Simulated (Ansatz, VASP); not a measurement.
**One calculation of Ca2Zn, two programs**

File INCAR:

```
  PREC = Accurate
  ENCUT = 520
  EDIFF = 1E-7
  ISMEAR = -1
  SIGMA = 0.05
  LREAL = F
  LASPH = T
  NELM = 60
  ALGO = Normal
  ISIF = 2
  LWAVE = F
  LCHARG = T
  LELF = T
  LVHAR = T
  NBANDS = 41
```

KPOINTS

```
Automatic mesh
0
Gamma
  3 3 6
```

File POSCAR:

```
Ca2Zn
1.0
    7.5242069544      0.0000000000      0.0000000000
    0.0000000000      7.5242069544      0.0000000000
    0.0000000000      0.0000000000      3.9831692815
Ca Zn
4 2
Direct
    0.2821600000      0.2821600000      0.0000000000
    0.7178400000      0.7178400000      0.0000000000
    0.2178400000      0.7821600000      0.5000000000
    0.7821600000      0.2178400000      0.5000000000
    0.0000000000      0.0000000000      0.0000000000
    0.5000000000      0.5000000000      0.5000000000
```

Input for Ansatz:

```yaml
crystal:
  lattice:
    - [7.524206954422261, 0.0, 0.0]
    - [0.0, 7.524206954422261, 0.0]
    - [0.0, 0.0, 3.98316928154382]
  atoms:
    - { symbol: Ca, position: [0.28216, 0.28216, 0.0] }
    - { symbol: Ca, position: [0.71784, 0.71784, 0.0] }
    - { symbol: Ca, position: [0.21784, 0.78216, 0.5] }
    - { symbol: Ca, position: [0.78216, 0.21784, 0.5] }
    - { symbol: Zn, position: [0.0, 0.0, 0.0] }
    - { symbol: Zn, position: [0.5, 0.5, 0.5] }
accuracy: low
basis:
  ecutwfc: 500.0
kpoints:
  mp_grid:
    grid: [3, 3, 6]
hamiltonian:
  xc: lda
scf:
  occupations:
    method: fermi_dirac
    width: 0.05
output:
  stress: true
```

Alike in both runs: task single point; functional LDA; k mesh 3 × 3 × 6; occupations fermi-dirac, width 0.05 eV; no spin polarisation.

```csv
,VASP,Ansatz
version,VASP 6.6.1,Ansatz 0.2.0
potentials or method,"VASP PAW LDA potentials, release 64 (Ca_sv, Zn), cutoff 520 eV","plane waves, PAW"
valence electrons in the cell,64,64
```

Ansatz gave:

```
pressure (GPa)                                                : -2.8
traceless stress, the component that is largest in VASP (GPa) : 0.86
```

Q: Which values does VASP return?

A: Pressure (GPa): -2.7; traceless stress, the component that is largest in VASP (GPa): 0.85.

LDA's correlation is that of Perdew and Zunger in VASP and of Perdew and Wang (1992) in Ansatz.
